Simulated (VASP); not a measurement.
The system is In2TeO2.

```xyz
5
Lattice="4.5003 0.0000 0.0000 0.0000 4.5003 0.0000 0.0000 0.0000 5.9239" Properties=species:S:1:pos:R:3 pbc="T T T"
In    0.0000    0.0000    4.7417
In    0.0000    0.0000    1.1823
Te    2.2502    2.2502    2.9620
O     2.2502    2.2502    0.0000
O     0.0000    0.0000    2.9620
```

The cell was generated, and may not be a known phase.

```yaml
Program: VASP 6.6.1
Task: relaxation of cell and atoms
Functional: PBE
Potentials_or_basis: VASP PAW PBE potentials, release 64 (In_d, Te, O)
Cutoff: 600 eV
k_mesh: 4 × 4 × 4
Occupations: gaussian, width 0.1 eV
Spin: no spin polarisation
```

At the start: pressure 7.6 GPa; volume 24.00 Å³/atom.

Task: How do energy, volume and symmetry change on relaxing?

Result: Over 16 steps the energy falls by 620.6 meV/atom and the volume is 18.86 Å³/atom (-21.4 %); space group P4/mmm (No. 123, to 0.1 Å) before and after.

The path:
```tsv
step	energy change (eV)	largest force (eV/Å)	pressure (GPa)	volume (Å³)
1	0.0000	1.5098	7.57	119.98
2	-0.4168	1.5991	-7.92	138.94
3	-0.7883	1.5610	-3.57	129.19
4	-1.1531	1.1181	-3.72	122.25
5	-1.2238	2.3003	-2.95	117.50
6	-1.5308	2.3244	-2.64	110.96
7	-2.2425	2.5048	5.60	91.66
8	-2.6560	1.4479	4.19	90.79
9	-2.9629	0.4110	5.04	89.03
10	-1.9165	2.3883	18.33	83.90
11	-2.9881	0.1424	5.87	88.50
12	-3.0950	0.1367	-0.45	94.65
13	-3.0954	0.1233	-0.12	94.28
14	-3.0954	0.1277	-0.22	94.40
15	-3.0985	0.1057	-0.23	94.38
16	-3.1031	0.0368	-0.17	94.30
```

Final structure:
```xyz
5
Lattice="3.3224 0.0000 0.0000 0.0000 3.3224 0.0000 0.0000 0.0000 8.5426" Properties=species:S:1:pos:R:3 pbc="T T T"
In    0.0000    3.3224    7.1186
In    0.0000    0.0000    1.4239
Te    1.6612    1.6612    4.2713
O     1.6612    1.6612    0.0000
O     0.0000    0.0000    4.2713
```

Caveat: the volume moved by over 15 % at a fixed basis, so the end points are rough.
